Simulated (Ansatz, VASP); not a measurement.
# Zr in VASP and in Ansatz

File INCAR:

```
ALGO     = Normal         # electronic algorithm
EDIFF    = 1E-6           # SCF threshold, eV
ENCUT    = 520            # plane-wave cutoff, eV
GGA      = CA             # functional
ISIF     = 2              # what is computed and relaxed
ISMEAR   = -1             # smearing method
LASPH    = T              # aspherical terms in the spheres
LCHARG   = F              # write CHGCAR
LREAL    = F              # projectors in reciprocal space
LWAVE    = F              # write WAVECAR
NBANDS   = 19             # bands
NELM     = 100            # most SCF steps
PREC     = Accurate       # precision mode
SIGMA    = 0.2            # smearing width, eV
```

File KPOINTS:

```
k-points
0
Gamma
  12 12 6
```

POSCAR

```
Zr
1.0
    3.1439658570      0.0000000000      0.0000000000
   -1.5719829285      2.7227543008      0.0000000000
    0.0000000000      0.0000000000      5.0894642375
Zr
2
Direct
    0.3333333333      0.6666666667      0.2500000000
    0.6666666667      0.3333333333      0.7500000000
```

Input for Ansatz:

```yaml
crystal:
  lattice:
    - [3.143965857, 0.0, 0.0]
    - [-1.5719829285, 2.7227543008, 0.0]
    - [0.0, 0.0, 5.0894642375]
  atoms:
    - { symbol: Zr, position: [0.3333333333, 0.6666666667, 0.25] }
    - { symbol: Zr, position: [0.6666666667, 0.3333333333, 0.75] }
hamiltonian:
  xc: lda
  pseudopotentials:
    kind: paw
    azcp:
      Zr: "pseudopotentials/Zr.paw.azcp"
basis:
  ecutwfc: 420
  fft_grid_basis: typed
kpoints:
  mp_grid: { grid: [12, 12, 6], shift: [0, 0, 0] }
magnetization:
  spin_polarized: false
scf:
  occupations: { method: fermi_dirac, width: 0.2 }
  lower_state_search: "off"
output:
  stress: true
```

Alike in both runs: task single point; functional LDA; k mesh 12 × 12 × 6; occupations fermi-dirac, width 0.2 eV; no spin polarisation.

|  | VASP | Ansatz |
| --- | --- | --- |
| version | VASP 6.6.1 | Ansatz 0.2.0 |
| potentials or method | VASP PAW LDA potentials, release 64 (Zr_sv), cutoff 520 eV | plane waves (420 eV) with PAW, scalar-relativistic |
| valence electrons in the cell | 24 | 24 |

VASP gave:

- pressure (GPa): 0.5
- traceless stress, the component that is largest in VASP (GPa): 0.51

Problem. Estimate Ansatz's values.

Solution. Pressure (GPa): 0.4; traceless stress, the component that is largest in VASP (GPa): 0.48.

Ansatz warns that its potentials were made for another functional, while VASP's fit it. LDA's correlation is that of Perdew and Zunger in VASP and of Perdew and Wang (1992) in Ansatz.
